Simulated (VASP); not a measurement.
# InAs (F-43m) in VASP: single point with PBE

Aim: the single point of InAs with PBE.

Everything below comes from runs of VASP 6.6.1. Logs are shortened: lines on timing, memory, paths and dates and some standing lists are left out, and cuts for length are marked.

### 1 The cell of the first run

Symmetry: F-43m, No. 216, cubic system. The conventional cell has a = 6.187 Å, b = 6.187 Å, c = 6.187 Å, α = 90.00°, β = 90.00°, γ = 90.00°. In (site symmetry -43m) has 4 As at 2.68 Å within 3.5 Å. Within 3.5 Å of As (site symmetry -43m) lie 4 In at 2.68 Å.

### 2 Single point, PBE

File INCAR:

```
SYSTEM = InAs
PREC = Accurate
ENCUT = 500
EDIFF = 1E-6
ISMEAR = 0
SIGMA = 0.1
LREAL = .FALSE.
LASPH = .TRUE.
NELM = 120
ALGO = Normal
ISIF = 2
LWAVE = .FALSE.
LCHARG = .FALSE.
GGA = PE
NBANDS = 16
GGA_COMPAT = .FALSE.
```

File KPOINTS:

```
Automatic mesh
0
G
  12 12 12
  0 0 0
```

File POSCAR:

```
InAs
1.0
    0.0000000000      3.0932871656      3.0932871656
    3.0932871656      0.0000000000      3.0932871656
    3.0932871656      3.0932871656      0.0000000000
In As
1 1
Direct
    0.0000000000      0.0000000000      0.0000000000
    0.2500000000      0.2500000000      0.2500000000
```

Potentials or basis: VASP PAW PBE potentials, release 64 (In_d, As).

Started as:

```sh
$ cat potpaw_PBE.64/In_d/POTCAR potpaw_PBE.64/As/POTCAR > POTCAR
$ mpirun -np 1 vasp_std > vasp.out
```

OUTCAR:

```text
SYSTEM = InAs
   PREC = Accurate
   ENCUT = 500
   EDIFF = 1E-6
   ISMEAR = 0
   LREAL = .FALSE.
   LASPH = .TRUE.
   NELM = 120
   ISIF = 2
   GGA = PE

 ion  position               nearest neighbor table
   1  0.000  0.000  0.000-   2 2.68   2 2.68   2 2.68   2 2.68
   2  0.250  0.250  0.250-   1 2.68   1 2.68   1 2.68   1 2.68

  LATTYP: Found a face centered cubic cell.
 ALAT       =     6.1865743312

  Lattice vectors:

 A1 = (   0.0000000000,   3.0932871656,   3.0932871656)
 A2 = (   3.0932871656,   0.0000000000,   3.0932871656)
 A3 = (   3.0932871656,   3.0932871656,   0.0000000000)

Analysis of symmetry for initial positions (statically):
=====================================================================
 Subroutine PRICEL returns:
 Original cell was already a primitive cell.

 Routine SETGRP: Setting up the symmetry group for a
 face centered cubic supercell.

 Subroutine GETGRP returns: Found 24 space group operations
 (whereof 24 operations were pure point group operations)
 out of a pool of 48 trial point group operations.

The static configuration has the point symmetry T_d .

Analysis of symmetry for dynamics (positions and initial velocities):
=====================================================================
 Subroutine PRICEL returns:
 Original cell was already a primitive cell.

 Routine SETGRP: Setting up the symmetry group for a
 face centered cubic supercell.

 Subroutine GETGRP returns: Found 24 space group operations
 (whereof 24 operations were pure point group operations)
 out of a pool of 48 trial point group operations.

The dynamic configuration has the point symmetry T_d .

 Subroutine INISYM returns: Found 24 space group operations
 (whereof 24 operations are pure point group operations),
 and found     1 'primitive' translations

----------------------------------------------------------------------------------------

                                     Primitive cell

  volume of cell :      59.1958

  direct lattice vectors                    reciprocal lattice vectors
     0.000000000  3.093287166  3.093287166    -0.161640344  0.161640344  0.161640344
     3.093287166  0.000000000  3.093287166     0.161640344 -0.161640344  0.161640344
     3.093287166  3.093287166  0.000000000     0.161640344  0.161640344 -0.161640344

  length of vectors
     4.374568662  4.374568662  4.374568662     0.279969287  0.279969287  0.279969287

  position of ions in fractional coordinates (direct lattice)
     0.000000000  0.000000000  0.000000000
     0.250000000  0.250000000  0.250000000

  ion indices of the primitive-cell ions
   primitive index   ion index
                 1           1
                 2           2

----------------------------------------------------------------------------------------

 KPOINTS: Automatic mesh

Automatic generation of k-mesh.
 Grid dimensions read from file:
 generate k-points for:   12   12   12

 Generating k-lattice:

  Cartesian coordinates                     Fractional coordinates (reciprocal lattice)
    -0.013470029  0.013470029  0.013470029     0.083333333  0.000000000  0.000000000
     0.013470029 -0.013470029  0.013470029     0.000000000  0.083333333  0.000000000
     0.013470029  0.013470029 -0.013470029     0.000000000  0.000000000  0.083333333

  Length of vectors
     0.023330774  0.023330774  0.023330774

  Shift w.r.t. Gamma in fractional coordinates (k-lattice)
     0.000000000  0.000000000  0.000000000

 Subroutine IBZKPT returns following result:
 ===========================================

 Found     72 irreducible k-points:

 Following reciprocal coordinates:
            Coordinates               Weight
  0.000000  0.000000  0.000000      1.000000
  0.083333  0.000000  0.000000      8.000000
  0.166667  0.000000  0.000000      8.000000
  0.250000  0.000000  0.000000      8.000000
  0.333333  0.000000  0.000000      8.000000
  0.416667  0.000000  0.000000      8.000000
[... 16 lines left out ...]
  0.500000  0.166667  0.000000     24.000000
 -0.416667  0.166667  0.000000     24.000000
 [... further k-points ...]
   k-points           NKPTS =     72   k-points in BZ     NKDIM =     72   number of bands    NBANDS=     16
   number of dos      NEDOS =    301   number of ions     NIONS =      2
   total plane-waves  NPLWV =  32768
   dimension x,y,z NGX =    32 NGY =   32 NGZ =   32
   dimension x,y,z NGXF=    64 NGYF=   64 NGZF=   64
   ions per type =               1   1
   NGX,Y,Z   is equivalent  to a cutoff of  12.16, 12.16, 12.16 a.u.
   NGXF,Y,Z  is equivalent  to a cutoff of  24.32, 24.32, 24.32 a.u.
 SYSTEM =  InAs
   PREC   = accura    normal or accurate (medium, high low for compatibility)
   ISTART =      0    job   : 0-new  1-cont  2-samecut
   ICHARG =      2    charge: 1-file 2-atom 10-const
   ISPIN  =      1    spin polarized calculation?
   LNONCOLLINEAR =      F non collinear calculations
   LSORBIT =      F    spin-orbit coupling
   LASPH  =      T    aspherical Exc in radial PAW
   ENCUT  =  500.0 eV  36.75 Ry    6.06 a.u.   7.98  7.98  7.98*2*pi/ulx,y,z
   NELM   =    120;   NELMIN=  2; NELMDL= -5     # of ELM steps
   EDIFF  = 0.1E-05   stopping-criterion for ELM
   LREAL  =      F    real-space projection
   EDIFFG = 0.1E-04   stopping-criterion for IOM
   NSW    =      0    number of steps for IOM
   IBRION =     -1    ionic relax: 0-MD 1-quasi-New 2-CG
   NFREE  =      0    steps in history (QN), initial steepest desc. (CG)
   ISIF   =      2    stress and relaxation
   ISYM   =      2    0-nonsym 1-usesym 2-fastsym
   POTIM  = 0.5000    time-step for ionic-motion
   TEBEG  =    0.0;   TEEND  =   0.0 temperature during run
   PSTRESS=    0.0 pullay stress
   NELECT =      18.0000    total number of electrons
   NUPDOWN=      -1.0000    fix difference up-down
   EMIN   =  10.00;   EMAX   =-10.00  energy-range for DOS
   EFERMI =   0.00;   METHOD = LEGACY
   ISMEAR =     0;   SIGMA  =   0.10  broadening in eV -4-tet -1-fermi 0-gaus
   EFERMI_NEDOS =   21; number of points for ismear=-14 and -15
   IALGO  =     38    algorithm
   IMIX   =      4    mixing-type and parameters
     AMIX     =   0.40;   BMIX     =  1.00
     AMIX_MAG =   1.60;   BMIX_MAG =  1.00
  volume/ion in A,a.u.               =      29.60       199.74
  Fermi-wavevector in a.u.,A,eV,Ry     =   1.100868  2.080340 16.489055  1.211911
  Thomas-Fermi vector in A             =   2.237287
   LORBIT       =      0    0 simple, 1 ext, 2 COOP (PROOUT), +10 PAW based schemes
   GGA     = PE    functional components
   LHFCALC =     F    Hartree Fock is set to
   AEXX    =    0.0000 exact exchange contribution
   IVDW    =     0    specifies the selected vdW correction
   LEPSILON=     F    determine dielectric tensor
   LRPA    =     F    only Hartree local field effects (RPA)
 non-spin polarized calculation
 Gauss-broadening in eV      SIGMA  =   0.10
  energy-cutoff  :      500.00
  volume of cell :       59.20
 maximum number of plane-waves:      1524
   NGX = 15   NGY = 15   NGZ = 15

 number of electron      18.0000010 magnetization

 Free energy of the ion-electron system (eV)
  ---------------------------------------------------
  ext. energy  EPLUGINS =         0.00000000
  ---------------------------------------------------
  free energy    TOTEN  =        -7.71979818 eV

  energy without entropy =       -7.71963970  energy(sigma->0) =       -7.71971894

 E-fermi :   3.9053     XC(G=0):  -8.7965

 val. band max:        3.8401169812   @ k =   0.0000   0.0000   0.0000
 cond. band min:       4.4649247229   @ k =   0.0833   0.0000   0.0000
 fundamental gap:      0.6248077417
 Fermi energy:         3.9052804841

 k-point     1 :       0.0000    0.0000    0.0000
  band No.  band energies     occupation
      1     -10.4265      2.00000
      2     -10.4265      2.00000
      3     -10.4265      2.00000
      4     -10.3267      2.00000
      5     -10.3267      2.00000
      6      -7.6012      2.00000
[... 8 lines left out ...]
     15      13.3454      0.00000
     16      13.3454      0.00000

 k-point     2 :       0.0833    0.0000    0.0000
  band No.  band energies     occupation
      1     -10.4332      2.00000
      2     -10.4244      2.00000
      3     -10.4244      2.00000
      4     -10.3268      2.00000
      5     -10.3268      2.00000
      6      -7.5374      2.00000
[... 8 lines left out ...]
     15      12.8254      0.00000
     16      12.8254      0.00000

 k-point     3 :       0.1667    0.0000    0.0000
  band No.  band energies     occupation
      1     -10.4512      2.00000
      2     -10.4189      2.00000
      3     -10.4189      2.00000
      4     -10.3266      2.00000
      5     -10.3266      2.00000
      6      -7.3530      2.00000
[... 8 lines left out ...]
     15      12.3493      0.00000
     16      12.3493      0.00000

 k-point     4 :       0.2500    0.0000    0.0000
  band No.  band energies     occupation
      1     -10.4747      2.00000
      2     -10.4121      2.00000
      3     -10.4121      2.00000
      4     -10.3257      2.00000
      5     -10.3257      2.00000
      6      -7.0718      2.00000
[... 8 lines left out ...]
     15      12.3043      0.00000
     16      12.3043      0.00000
[... 324 lines left out ...]
 k-point    22 :       0.4167    0.1667    0.0000
  band No.  band energies     occupation
      1     -10.5189      2.00000
      2     -10.3972      2.00000
      3     -10.3926      2.00000
      4     -10.3334      2.00000
      5     -10.3175      2.00000
      6      -6.4653      2.00000
[... 8 lines left out ...]
     15      13.7189      0.00000
     16      14.3800      0.00000

 k-point    23 :       0.5000    0.1667    0.0000
  band No.  band energies     occupation
      1     -10.5271      2.00000
      2     -10.3963      2.00000
      3     -10.3911      2.00000
      4     -10.3296      2.00000
      5     -10.3185      2.00000
      6      -6.2383      2.00000
[... 8 lines left out ...]
     15      13.9769      0.00000
     16      14.4428      0.00000

 k-point    24 :      -0.4167    0.1667    0.0000
  band No.  band energies     occupation
      1     -10.5268      2.00000
      2     -10.3967      2.00000
      3     -10.3923      2.00000
      4     -10.3258      2.00000
      5     -10.3217      2.00000
      6      -6.2036      2.00000
[... 8 lines left out ...]
     15      13.3375      0.00000
     16      13.7577      0.00000

 [... further k-points ...]

------------------------ aborting loop because EDIFF is reached ----------------------------------------

  FORCE on cell =-STRESS in cart. coord.  units (eV):
  Direction    XX          YY          ZZ          XY          YZ          ZX
  --------------------------------------------------------------------------------------
  -------------------------------------------------------------------------------------
  Total        0.0153327      0.0153327      0.0153327     -0.0000000     -0.0000000     -0.0000000
  in kB        0.4149913      0.4149913      0.4149913     -0.0000000     -0.0000000     -0.0000000
  external PRESSURE =       0.4149913 kB  Pullay stress =       0.0000000 kB

 VOLUME and BASIS-vectors are now :
 -----------------------------------------------------------------------------
  energy-cutoff  :      500.00
  volume of cell :       59.20
      direct lattice vectors                 reciprocal lattice vectors
     0.000000000  3.093287166  3.093287166    -0.161640344  0.161640344  0.161640344
     3.093287166  0.000000000  3.093287166     0.161640344 -0.161640344  0.161640344
     3.093287166  3.093287166  0.000000000     0.161640344  0.161640344 -0.161640344

 POSITION                                       TOTAL-FORCE (eV/Angst)
 -----------------------------------------------------------------------------------
      0.00000      0.00000      0.00000        -0.000000     -0.000000     -0.000000
      1.54664      1.54664      1.54664         0.000000      0.000000      0.000000
 -----------------------------------------------------------------------------------
    total drift:                               -0.000000     -0.000000      0.000000

  FREE ENERGIE OF THE ION-ELECTRON SYSTEM (eV)
  ---------------------------------------------------
  free  energy   TOTEN  =        -7.7197981845 eV

  energy  without entropy=       -7.7196396959  energy(sigma->0) =       -7.71971894
```

Wall time 46 s (1 thread of Intel Xeon 8259CL, shared host); peak memory 0.22 GiB.

What came out:

```yaml
Free_energy: -7.7198 eV
Pressure: 0.0 GPa
Band_gap_on_the_k_mesh: zero (filled and empty bands touch)
```

Levels at points of the mesh, in eV from the Fermi level:
```
           k point  band 7  band 8  band 9  band 10  band 11  band 12
(0.00, 0.00, 0.00)   -0.61   -0.07   -0.07    -0.07     3.81     3.81
(0.50, 0.00, 0.00)   -5.50   -0.96   -0.96     0.75     4.57     4.57
(0.50, 0.50, 0.00)   -5.62   -2.17   -2.17     1.59     1.98     8.69
```

Caveat: semilocal functionals underestimate gaps, and a narrow one can read as zero; spin-orbit coupling is left out, which moves the levels of the heavy elements.

The gap in the log of VASP goes by the Fermi energy; the results here count the filled bands.